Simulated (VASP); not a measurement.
Crystal: MnS.

```
CELL_PARAMETERS angstrom
0.00000 2.60450 2.60450
2.60450 0.00000 2.60450
2.60450 2.60450 0.00000
ATOMIC_POSITIONS crystal
Mn 0.00000 0.00000 0.00000
S 0.50000 0.50000 0.50000
```

Base run:

* Program: VASP 6.6.1
* Functional: PBE
* Potentials or basis: VASP PAW PBE potentials, release 64 (Mn_sv, S)
* Cutoff: 680 eV
* k mesh: 7 × 7 × 7
* Occupations: fermi-dirac, width 0.05 eV
* Spin: collinear spin, ferromagnetic start
* Starting moments: [6.0, 0.0] μB
* Fixed moment: 6 μB

Its results: pressure 12.5 GPa; site moments Mn +4.35; S +0.47 μB.

Question: The run is repeated on the same cell with these changes: fixed moment from 6 μB to 1 μB; moments at the start from [6.0, 0.0] to [1.0, 0.0]. What comes out?

Answer: Pressure -17.8 GPa; site moments Mn +0.97; S +0.01 μB.

Caveats: the total moment is fixed, so each spin has its own Fermi level and the state may be an excited one; a cell with one magnetic atom can't hold antiferromagnetic order, which such compounds often take; the cell stands under pressure (at least some runs); the cell stands under tension (at least some runs).
